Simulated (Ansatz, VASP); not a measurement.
## LuSc3B2 in VASP and in Ansatz

```xyz
6
Lattice="5.8457 0.0000 0.0000 -2.9228 5.0625 0.0000 0.0000 0.0000 3.2834" Properties=species:S:1:pos:R:3 pbc="T T T"
B    -0.0003    3.3752    0.0000
B     2.9226    1.6873    0.0000
Sc    2.9228    0.0000    1.6417
Sc    1.4614    2.5313    1.6417
Sc   -1.4614    2.5313    1.6417
Lu    0.0000    0.0000    0.0000
```

Alike in both runs: task single point; functional PBE; k mesh 7 × 7 × 10; no spin polarisation.

```csv
,VASP,Ansatz
version,VASP 6.6.1,Ansatz 0.2.0
potentials or method,"VASP PAW PBE potentials, release 64 (B, Sc_sv, Lu), cutoff 520 eV",PAW plane waves
occupations,"fermi-dirac, width 0.1 eV",fermi-dirac
valence electrons in the cell,64,64
```

Ansatz gave:

| Item | Value |
| --- | --- |
| pressure (GPa) | 15.0 |
| traceless stress, the component that is largest in VASP (GPa) | 0.26 |

Question: What did VASP give for the same quantities?

Answer: Pressure (GPa): 15.3; traceless stress, the component that is largest in VASP (GPa): 0.33.

Ansatz's warnings: structure snapped to symmetry.

Neither program's run includes spin-orbit coupling.
